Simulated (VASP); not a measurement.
A run of VASP 6.6.1 is set up as follows.

Contents of INCAR:

```
PREC = Accurate
ENCUT = 600
EDIFF = 1E-6
ISMEAR = -1
SIGMA = 0.05
LREAL = False
LASPH = True
NELM = 200
ALGO = Normal
ISIF = 2
LWAVE = False
LCHARG = False
ISPIN = 2
MAGMOM = 0.65 0.694 0.694
LORBIT = 11
LMAXMIX = 4
GGA = PE
NBANDS = 26
GGA_COMPAT = False
```

KPOINTS

```
regular mesh
0
Gamma
  10 10 15
```

POSCAR

```
Ni
1.0
    3.9909528692      0.0000000000      0.0000000000
   -1.9954764346      3.4562665700      0.0000000000
    0.0000000000      0.0000000000      2.4185217463
Ni
3
Direct
    0.0000000000      0.0000000000      0.0000000000
    0.3333333333      0.6666666667      0.5000000000
    0.6666666667      0.3333333333      0.5000000000
```

Potentials or basis: VASP PAW PBE potentials, release 64 (Ni).

Launch:

```console
$ cat potpaw_PBE.64/Ni/POTCAR > POTCAR
$ mpirun -np 1 vasp_std > vasp.out
```

Estimate the site moments.

Ni +0.61, +0.65 (each value once) μB.

Estimate the pressure.

-0.2 GPa.
